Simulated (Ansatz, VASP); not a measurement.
## In: VASP beside Ansatz

The input INCAR:

```
SYSTEM = In
ALGO = Normal
EDIFF = 1E-6
ENCUT = 500
GGA = PE
GGA_COMPAT = .FALSE.
ISIF = 2
ISMEAR = 0
LASPH = .TRUE.
LCHARG = .TRUE.
LELF = .TRUE.
LREAL = .FALSE.
LVHAR = .TRUE.
LWAVE = .FALSE.
NBANDS = 12
NELM = 120
PREC = Accurate
SIGMA = 0.1
```

File KPOINTS:

```
k-points
0
G
  18 18 18
  0 0 0
```

File POSCAR:

```
In
1.0
   -1.5723894810      1.5723894810      2.4663797130
    1.5723894810     -1.5723894810      2.4663797130
    1.5723894810      1.5723894810     -2.4663797130
In
1
Direct
    0.0000000000      0.0000000000      0.0000000000
```

Input for Ansatz:

```yaml
crystal:
  lattice:
    - [-1.572389481, 1.572389481, 2.466379713]
    - [1.572389481, -1.572389481, 2.466379713]
    - [1.572389481, 1.572389481, -2.466379713]
  atoms:
    - { symbol: In, position: [0.0, 0.0, 0.0] }
basis:
  ecutwfc: 420
kpoints:
  mp_grid: { grid: [18, 18, 18] }
hamiltonian:
  xc: pbe
scf:
  occupations: { method: gaussian, width: 0.1 }
output:
  forces: true
  stress: true
  eigenvalues: true
```

Alike in both runs: task single point; functional PBE; k mesh 18 × 18 × 18; occupations gaussian, width 0.1 eV; no spin polarisation.

|  | VASP | Ansatz |
| --- | --- | --- |
| version | VASP 6.6.1 | Ansatz 0.2.0 |
| potentials or method | VASP PAW PBE potentials, release 64 (In_d), cutoff 500 eV | scalar-relativistic, plane waves, PAW |
| valence electrons in the cell | 13 | 13 |

|  | VASP | Ansatz | Ansatz less VASP |
| --- | --- | --- | --- |
| gap on the k mesh at the Fermi level (eV) | none | none | - |
| pressure (GPa) | 5.6 | 5.7 | +0.03 |
| traceless stress, the component that is largest in VASP (GPa) | -0.31 | -0.30 | +0.005 |

A gap of «none» marks a metal or a gap that the smearing closes. The functional is the same, so the differences come from potentials, cutoffs and numerics.
